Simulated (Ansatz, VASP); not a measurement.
Two plane-wave programs on NaF

```
Na F
1.0
     0.00000    2.35815    2.32330
     2.35815    0.00000    2.32330
     2.35815    2.35815    0.00000
Na F
1 1
Direct
  0.00000 0.00000 0.00000
  0.50000 0.50000 0.50000
```

Change from the starting cell: strain +0.015 along x and y, +0.000 along z, atoms carried along.

Alike in both runs: task single point; functional PBEsol; k mesh 8 × 8 × 8; occupations gaussian, width 0.05 eV; no spin polarisation.

|  | VASP | Ansatz |
| --- | --- | --- |
| version | VASP 6.6.1 | Ansatz 0.2.0 |
| potentials or method | VASP PAW PBE potentials, release 64 (Na_pv, F), cutoff 520 eV | scalar-relativistic, plane waves, PAW |
| valence electrons in the cell | 14 | 16 |

Ansatz gave:

- gap on the k mesh at the Fermi level (eV): 5.99
- least direct gap on the mesh (eV): 5.99
- pressure (GPa): -1.8
- traceless stress, the component that is largest in VASP (GPa): 0.64

Which values does VASP return?

gap on the k mesh at the Fermi level (eV): 5.97; least direct gap on the mesh (eV): 5.97; pressure (GPa): -1.9; traceless stress, the component that is largest in VASP (GPa): 0.67.

VASP's potentials were made for PBE, not for PBEsol. With one functional, cell and mesh, what is left measures potentials, basis and numerics. VASP's potentials hold 14 valence electrons a cell and Ansatz's 16, so a difference there can come from the potentials and not from the codes.
